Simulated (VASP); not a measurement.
# LaB6 (Pm-3m) in VASP: a series of runs

The runs below take LaB6 through single point, with BLYP+D3(BJ), PBE.

Everything below comes from runs of VASP 6.6.1. Logs are shortened: lines on timing, memory, paths and dates and some standing lists are left out, and cuts for length are marked.

### Step 1. The cell of the first run

It takes space group Pm-3m (No. 221, cubic). Conventional cell: a = 4.116 Å, b = 4.116 Å, c = 4.116 Å, α = 90.00°, β = 90.00°, γ = 90.00°. Within 4.2 Å of La (site symmetry m-3m) lie 24 B at 3.02 Å and 6 La at 4.12 Å. B (site symmetry 4mm) has 5 B at 1.64 to 1.75 Å within 2.2 Å.

### Step 2. Single point, BLYP+D3(BJ) (9.96 Å³/atom)

The input, INCAR:

```
PREC     = Accurate       # precision mode
ENCUT    = 520            # plane-wave cutoff, eV
EDIFF    = 1E-7           # SCF threshold, eV
ISMEAR   = 0              # smearing method
SIGMA    = 0.05           # smearing width, eV
LREAL    = F              # projectors in reciprocal space
LASPH    = T              # aspherical terms in the spheres
NELM     = 80             # most SCF steps
ALGO     = Normal         # electronic algorithm
ISIF     = 2              # what is computed and relaxed
LWAVE    = F              # write WAVECAR
LCHARG   = F              # write CHGCAR
GGA      = B5             # functional
ALDAX    = 1.0          
AGGAX    = 1.0          
AGGAC    = 1.0          
ALDAC    = 0.0          
IVDW     = 12             # dispersion correction
VDW_S6   = 1.0          
VDW_S8   = 2.6996       
VDW_A1   = 0.4298       
VDW_A2   = 4.2359       
NBANDS   = 24             # bands
```

The input, KPOINTS:

```
Automatic mesh
0
Gamma
  6 6 6
```

The input, POSCAR:

```
LaB6
1.0
    4.1163119759      0.0000000000      0.0000000000
    0.0000000000      4.1163119759      0.0000000000
    0.0000000000      0.0000000000      4.1163119759
La B
1 6
Direct
    0.0000000000      0.0000000000      0.0000000000
    0.1992952139      0.5000000000      0.5000000000
    0.8007047861      0.5000000000      0.5000000000
    0.5000000000      0.5000000000      0.1992952139
    0.5000000000      0.5000000000      0.8007047861
    0.5000000000      0.1992952139      0.5000000000
    0.5000000000      0.8007047861      0.5000000000
```

Potentials or basis: VASP PAW PBE potentials, release 64 (La, B).

Started as:

```console
$ cat potpaw_PBE.64/La/POTCAR potpaw_PBE.64/B/POTCAR > POTCAR
$ mpirun -np 1 vasp_std > vasp.out
```

OUTCAR:

```text
PREC = Accurate
   ENCUT = 520
   EDIFF = 1E-7
   ISMEAR = 0
   LREAL = F
   LASPH = T
   NELM = 80
   ISIF = 2
   GGA = B5
   IVDW = 12
 IVDW          = 12

 ion  position               nearest neighbor table
   1  0.000  0.000  0.000-
   2  0.199  0.500  0.500-   3 1.64   4 1.75   5 1.75   6 1.75   7 1.75
   3  0.801  0.500  0.500-   2 1.64   4 1.75   5 1.75   6 1.75   7 1.75
   4  0.500  0.500  0.199-   5 1.64   3 1.75   2 1.75   6 1.75   7 1.75
   5  0.500  0.500  0.801-   4 1.64   3 1.75   2 1.75   6 1.75   7 1.75
   6  0.500  0.199  0.500-   7 1.64   3 1.75   4 1.75   5 1.75   2 1.75
   7  0.500  0.801  0.500-   6 1.64   3 1.75   4 1.75   5 1.75   2 1.75

  LATTYP: Found a simple cubic cell.
 ALAT       =     4.1163119759

  Lattice vectors:

 A1 = (   4.1163119759,   0.0000000000,   0.0000000000)
 A2 = (   0.0000000000,   4.1163119759,   0.0000000000)
 A3 = (   0.0000000000,   0.0000000000,   4.1163119759)

Analysis of symmetry for initial positions (statically):
=====================================================================
 Subroutine PRICEL returns:
 Original cell was already a primitive cell.

 Routine SETGRP: Setting up the symmetry group for a
 simple cubic supercell.

 Subroutine GETGRP returns: Found 48 space group operations
 (whereof 48 operations were pure point group operations)
 out of a pool of 48 trial point group operations.

The static configuration has the point symmetry O_h .

Analysis of symmetry for dynamics (positions and initial velocities):
=====================================================================
 Subroutine PRICEL returns:
 Original cell was already a primitive cell.

 Routine SETGRP: Setting up the symmetry group for a
 simple cubic supercell.

 Subroutine GETGRP returns: Found 48 space group operations
 (whereof 48 operations were pure point group operations)
 out of a pool of 48 trial point group operations.

The dynamic configuration has the point symmetry O_h .

 Subroutine INISYM returns: Found 48 space group operations
 (whereof 48 operations are pure point group operations),
 and found     1 'primitive' translations

----------------------------------------------------------------------------------------

                                     Primitive cell

  volume of cell :      69.7469

  direct lattice vectors                    reciprocal lattice vectors
     4.116311976  0.000000000  0.000000000     0.242935911  0.000000000  0.000000000
     0.000000000  4.116311976  0.000000000     0.000000000  0.242935911  0.000000000
     0.000000000  0.000000000  4.116311976     0.000000000  0.000000000  0.242935911

  length of vectors
     4.116311976  4.116311976  4.116311976     0.242935911  0.242935911  0.242935911

  position of ions in fractional coordinates (direct lattice)
     0.000000000  0.000000000  0.000000000
     0.199295214  0.500000000  0.500000000
     0.800704786  0.500000000  0.500000000
     0.500000000  0.500000000  0.199295214
     0.500000000  0.500000000  0.800704786
     0.500000000  0.199295214  0.500000000
     0.500000000  0.800704786  0.500000000

  ion indices of the primitive-cell ions
   primitive index   ion index
                 1           1
                 2           2
                 3           3
                 4           4
                 5           5
                 6           6
                 7           7

----------------------------------------------------------------------------------------

 KPOINTS: Automatic mesh

Automatic generation of k-mesh.
 Grid dimensions read from file:
 generate k-points for:    6    6    6

 Generating k-lattice:

  Cartesian coordinates                     Fractional coordinates (reciprocal lattice)
     0.040489319  0.000000000  0.000000000     0.166666667  0.000000000  0.000000000
     0.000000000  0.040489319  0.000000000     0.000000000  0.166666667  0.000000000
     0.000000000  0.000000000  0.040489319     0.000000000  0.000000000  0.166666667

  Length of vectors
     0.040489319  0.040489319  0.040489319

  Shift w.r.t. Gamma in fractional coordinates (k-lattice)
     0.000000000  0.000000000  0.000000000

 Subroutine IBZKPT returns following result:
 ===========================================

 Found     20 irreducible k-points:

 Following reciprocal coordinates:
            Coordinates               Weight
  0.000000  0.000000  0.000000      1.000000
  0.166667  0.000000  0.000000      6.000000
  0.333333  0.000000  0.000000      6.000000
  0.500000  0.000000  0.000000      3.000000
  0.166667  0.166667  0.000000     12.000000
  0.333333  0.166667  0.000000     24.000000
[... 12 lines left out ...]
  0.500000  0.500000  0.333333      6.000000
  0.500000  0.500000  0.500000      1.000000
   k-points           NKPTS =     20   k-points in BZ     NKDIM =     20   number of bands    NBANDS=     24
   number of dos      NEDOS =    301   number of ions     NIONS =      7
   total plane-waves  NPLWV =  32768
   dimension x,y,z NGX =    32 NGY =   32 NGZ =   32
   dimension x,y,z NGXF=    64 NGYF=   64 NGZF=   64
   ions per type =               1   6
   NGX,Y,Z   is equivalent  to a cutoff of  12.92, 12.92, 12.92 a.u.
   NGXF,Y,Z  is equivalent  to a cutoff of  25.85, 25.85, 25.85 a.u.
 SYSTEM =  unknown system
   PREC   = accura    normal or accurate (medium, high low for compatibility)
   ISTART =      0    job   : 0-new  1-cont  2-samecut
   ICHARG =      2    charge: 1-file 2-atom 10-const
   ISPIN  =      1    spin polarized calculation?
   LNONCOLLINEAR =      F non collinear calculations
   LSORBIT =      F    spin-orbit coupling
   LASPH  =      T    aspherical Exc in radial PAW
   ENCUT  =  520.0 eV  38.22 Ry    6.18 a.u.   7.65  7.65  7.65*2*pi/ulx,y,z
   NELM   =     80;   NELMIN=  2; NELMDL= -5     # of ELM steps
   EDIFF  = 0.1E-06   stopping-criterion for ELM
   LREAL  =      F    real-space projection
   EDIFFG = 0.1E-05   stopping-criterion for IOM
   NSW    =      0    number of steps for IOM
   IBRION =     -1    ionic relax: 0-MD 1-quasi-New 2-CG
   NFREE  =      0    steps in history (QN), initial steepest desc. (CG)
   ISIF   =      2    stress and relaxation
   ISYM   =      2    0-nonsym 1-usesym 2-fastsym
   POTIM  = 0.5000    time-step for ionic-motion
   TEBEG  =    0.0;   TEEND  =   0.0 temperature during run
   PSTRESS=    0.0 pullay stress
   NELECT =      29.0000    total number of electrons
   NUPDOWN=      -1.0000    fix difference up-down
   EMIN   =  10.00;   EMAX   =-10.00  energy-range for DOS
   EFERMI =   0.00;   METHOD = LEGACY
   ISMEAR =     0;   SIGMA  =   0.05  broadening in eV -4-tet -1-fermi 0-gaus
   EFERMI_NEDOS =   21; number of points for ismear=-14 and -15
   IALGO  =     38    algorithm
   IMIX   =      4    mixing-type and parameters
     AMIX     =   0.40;   BMIX     =  1.00
     AMIX_MAG =   1.60;   BMIX_MAG =  1.00
  volume/ion in A,a.u.               =       9.96        67.24
  Fermi-wavevector in a.u.,A,eV,Ry     =   1.221891  2.309040 20.313746  1.493018
  Thomas-Fermi vector in A             =   2.357057
   LORBIT       =      0    0 simple, 1 ext, 2 COOP (PROOUT), +10 PAW based schemes
   GGA     = B5    functional components
   LHFCALC =     F    Hartree Fock is set to
   AEXX    =    0.0000 exact exchange contribution
   IVDW    =    12    specifies the selected vdW correction
   LEPSILON=     F    determine dielectric tensor
   LRPA    =     F    only Hartree local field effects (RPA)
 non-spin polarized calculation
 Gauss-broadening in eV      SIGMA  =   0.05
  energy-cutoff  :      520.00
  volume of cell :       69.75
 maximum number of plane-waves:      1924
 NGX is ok and might be reduce to    32
   NGX = 15   NGY = 15   NGZ = 15

 number of electron      29.0000001 magnetization

 Free energy of the ion-electron system (eV)
  ---------------------------------------------------
  ext. energy  EPLUGINS =         0.00000000
  ---------------------------------------------------
  free energy    TOTEN  =       -44.12338451 eV

  energy without entropy =      -44.12138289  energy(sigma->0) =      -44.12238370

 E-fermi :   9.4081     XC(G=0): -10.7214

 val. band max:        9.3924317993   @ k =   0.5000   0.3333   0.0000
 cond. band min:       9.4583146010   @ k =   0.1667   0.1667   0.0000
 fundamental gap:      0.0658828016
 Fermi energy:         9.4081222493

 k-point     1 :       0.0000    0.0000    0.0000
  band No.  band energies     occupation
      1     -23.7637      2.00000
      2      -7.4803      2.00000
      3      -7.4803      2.00000
      4      -7.4803      2.00000
      5      -6.2324      2.00000
      6       1.3880      2.00000
[... 16 lines left out ...]
     23      11.1945      0.00000
     24      12.4283      0.00000

 k-point     2 :       0.1667    0.0000    0.0000
  band No.  band energies     occupation
      1     -23.7570      2.00000
      2      -7.7545      2.00000
      3      -7.4586      2.00000
      4      -7.4586      2.00000
      5      -5.9414      2.00000
      6       0.2360      2.00000
[... 16 lines left out ...]
     23      11.5609      0.00000
     24      12.3328      0.00000

 k-point     3 :       0.3333    0.0000    0.0000
  band No.  band energies     occupation
      1     -23.7435      2.00000
      2      -8.1458      2.00000
      3      -7.4147      2.00000
      4      -7.4147      2.00000
      5      -5.4759      2.00000
      6      -0.8811      2.00000
[... 16 lines left out ...]
     23      11.5771      0.00000
     24      11.5771      0.00000
[... 406 lines left out ...]
 k-point    19 :       0.5000    0.5000    0.3333
  band No.  band energies     occupation
      1     -23.6924      2.00000
      2      -7.8143      2.00000
      3      -7.8143      2.00000
      4      -7.6662      2.00000
      5      -5.4596      2.00000
      6      -0.5848      2.00000
[... 16 lines left out ...]
     23      13.4214      0.00000
     24      13.5277      0.00000

 k-point    20 :       0.5000    0.5000    0.5000
  band No.  band energies     occupation
      1     -23.6862      2.00000
      2      -7.7733      2.00000
      3      -7.7733      2.00000
      4      -7.7733      2.00000
      5      -5.3675      2.00000
      6      -0.7526      2.00000
[... 16 lines left out ...]
     23      13.7834      0.00000
     24      13.9468      0.00000

------------------------ aborting loop because EDIFF is reached ----------------------------------------

 Edisp (eV)   -4.17453

 E8    (eV) :    -3.0157

  FORCE on cell =-STRESS in cart. coord.  units (eV):
  Direction    XX          YY          ZZ          XY          YZ          ZX
  --------------------------------------------------------------------------------------
  -------------------------------------------------------------------------------------
  Total      -0.04011    -0.04011    -0.04011     0.00000     0.00000    -0.00000
  in kB      -0.92149    -0.92149    -0.92149     0.00000     0.00000    -0.00000
  external pressure =       -0.92 kB  Pullay stress =        0.00 kB

 VOLUME and BASIS-vectors are now :
 -----------------------------------------------------------------------------
  energy-cutoff  :      520.00
  volume of cell :       69.75
      direct lattice vectors                 reciprocal lattice vectors
     4.116311976  0.000000000  0.000000000     0.242935911  0.000000000  0.000000000
     0.000000000  4.116311976  0.000000000     0.000000000  0.242935911  0.000000000
     0.000000000  0.000000000  4.116311976     0.000000000  0.000000000  0.242935911

 POSITION                                       TOTAL-FORCE (eV/Angst)
 -----------------------------------------------------------------------------------
      0.00000      0.00000      0.00000         0.000000      0.000000      0.000000
      0.82036      2.05816      2.05816         0.003412     -0.000000      0.000000
      3.29595      2.05816      2.05816        -0.003412      0.000000      0.000000
      2.05816      2.05816      0.82036        -0.000000     -0.000000      0.003412
      2.05816      2.05816      3.29595         0.000000      0.000000     -0.003412
      2.05816      0.82036      2.05816        -0.000000      0.003412      0.000000
      2.05816      3.29595      2.05816         0.000000     -0.003412      0.000000
 -----------------------------------------------------------------------------------
    total drift:                                0.000000      0.000000     -0.000000

  FREE ENERGIE OF THE ION-ELECTRON SYSTEM (eV)
  ---------------------------------------------------
  free  energy   TOTEN  =       -48.2979140209 eV

  energy  without entropy=      -48.2959123970  energy(sigma->0) =      -48.29691321
```

Wall time 44 s (1 thread of Intel Xeon 6975P-C (Granite Rapids), shared host); peak memory 0.2 GiB.

Results:

| Item | Value |
| --- | --- |
| Free energy | -48.2979 eV |
| Pressure | -0.1 GPa |
| Largest force | 0.003 eV/Å |
| Band gap on the k mesh | zero (an odd number of electrons rules out a gap without spin polarisation) |
| Dispersion energy per atom | -0.596 eV |

Forces in eV/Å, atoms in the order of the input:
```
La   0.000  0.000  0.000
B    0.003  0.000  0.000
B   -0.003  0.000  0.000
B    0.000  0.000  0.003
B    0.000  0.000 -0.003
B    0.000  0.003  0.000
B    0.000 -0.003  0.000
```

Caveat: the PAW data sets were made with another functional, which shifts forces and pressure a little; spin-orbit coupling is left out, which moves the levels of the heavy elements.

### Step 3. Single point, PBE

This run uses another cell than the first one, of 10.26 Å³/atom.

The input, INCAR:

```
SYSTEM = LaB6
  PREC = Accurate
  ENCUT = 520
  EDIFF = 1E-7
  ISMEAR = 0
  SIGMA = 0.05
  LREAL = .False.
  LASPH = .True.
  NELM = 60
  ALGO = Normal
  ISIF = 2
  LWAVE = .False.
  LCHARG = .False.
  GGA = PE
  NBANDS = 24
```

The input, KPOINTS:

```
Automatic mesh
0
Gamma
  6 6 6
  0 0 0
```

The input, POSCAR:

```
LaB6
1.0
    4.1569950254      0.0000000000      0.0000000000
    0.0000000000      4.1569950254      0.0000000000
    0.0000000000      0.0000000000      4.1569950254
La B
1 6
Direct
    0.0000000000      0.0000000000      0.0000000000
    0.1997467300      0.5000000000      0.5000000000
    0.8002532700      0.5000000000      0.5000000000
    0.5000000000      0.5000000000      0.1997467300
    0.5000000000      0.5000000000      0.8002532700
    0.5000000000      0.1997467300      0.5000000000
    0.5000000000      0.8002532700      0.5000000000
```

Potentials or basis: VASP PAW PBE potentials, release 64 (La, B).

Started as:

```console
$ cat potpaw_PBE.64/La/POTCAR potpaw_PBE.64/B/POTCAR > POTCAR
$ mpirun -np 1 vasp_std > vasp.out
```

It took 24 s on 1 thread of Intel Xeon 6975P-C (Granite Rapids), shared host; peak memory 0.18 GiB.

The run converged. Its results:

```
Free energy            : -49.0411 eV
Pressure               : -0.4 GPa
Largest force          : 0.018 eV/Å
Band gap on the k mesh : zero (an odd number of electrons rules out a gap without spin polarisation)
```

Forces on the atoms (eV/Å):
```
La   0.000  0.000  0.000
B   -0.018  0.000  0.000
B    0.018  0.000  0.000
B    0.000  0.000 -0.018
B    0.000  0.000  0.018
B    0.000 -0.018  0.000
B    0.000  0.018  0.000
```

Levels at points of the mesh, in eV from the Fermi level:
```csv
k point,band 12,band 13,band 14,band 15,band 16,band 17
"(0.00, 0.00, 0.00)",-1.88,-1.88,-1.88,0.19,0.19,0.19
"(0.50, 0.00, 0.00)",-3.47,-3.21,-2.49,-1.50,1.44,1.55
"(0.50, 0.50, 0.00)",-4.46,-2.90,-2.90,1.00,1.00,1.92
"(0.50, 0.50, 0.50)",-2.41,-2.41,-2.41,1.45,1.73,1.73
```

Caveat: spin-orbit coupling is left out, which moves the levels of the heavy elements.

[end of part 1 of 3]
